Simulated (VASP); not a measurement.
TiSnS4: single point with PBE

Crystal: TiSnS4.

```
Ti Sn S
1.0
     4.19850   -4.26123    0.00000
     4.19850    4.26123    0.00000
     0.00000    0.00000    3.67619
Ti Sn S
1 1 4
Direct
  0.50000 0.50000 0.50000
  0.00000 0.00000 0.00000
  0.68414 0.31586 0.00000
  0.20420 0.20420 0.50000
  0.79580 0.79580 0.50000
  0.31586 0.68414 0.00000
```

The cell was generated, and may not be a known phase.

```
Program             : VASP 6.6.1
Task                : single point
Functional          : PBE
Potentials or basis : VASP PAW PBE potentials, release 64 (Ti_sv, Sn_d, S)
Cutoff              : 520 eV
k mesh              : 6 × 6 × 8
Occupations         : gaussian, width 0.1 eV
Spin                : no spin polarisation
```

- Pressure: -0.1 GPa
- Largest force: 0.008 eV/Å
- Band gap on the k mesh: zero (bands 25 and 26 overlap by 0.38 eV)

Forces in eV/Å, atoms in the order of the input:
```
Ti   0.000  0.000  0.000
Sn   0.000  0.000  0.000
S    0.000 -0.004  0.000
S   -0.008  0.000  0.000
S    0.008  0.000  0.000
S    0.000  0.004  0.000
```

Levels at points of the mesh, in eV from the Fermi level:
| k point | band 23 | band 24 | band 25 | band 26 | band 27 | band 28 |
| --- | --- | --- | --- | --- | --- | --- |
| (0.00, 0.00, 0.00) | -0.45 | -0.43 | -0.29 | 0.13 | 1.02 | 1.42 |
| (0.50, 0.00, 0.00) | -0.90 | -0.74 | -0.44 | 0.41 | 0.63 | 1.51 |
| (0.50, 0.50, 0.00) | -1.31 | -1.30 | -1.07 | -0.36 | 0.83 | 1.05 |
| (0.00, 0.00, 0.50) | -1.93 | -1.58 | -1.38 | 0.92 | 1.10 | 1.34 |
| (0.50, 0.00, 0.50) | -1.72 | -1.01 | -0.96 | 0.79 | 1.03 | 1.12 |
| (0.50, 0.50, 0.50) | -1.35 | -0.79 | -0.63 | 0.69 | 0.88 | 0.99 |

Wall time 8.7 min on 1 thread of Intel Xeon 8259CL, on a shared host, peak memory 0.43 GiB.

Caveat: spin-orbit coupling is left out, which moves the levels of the heavy elements.
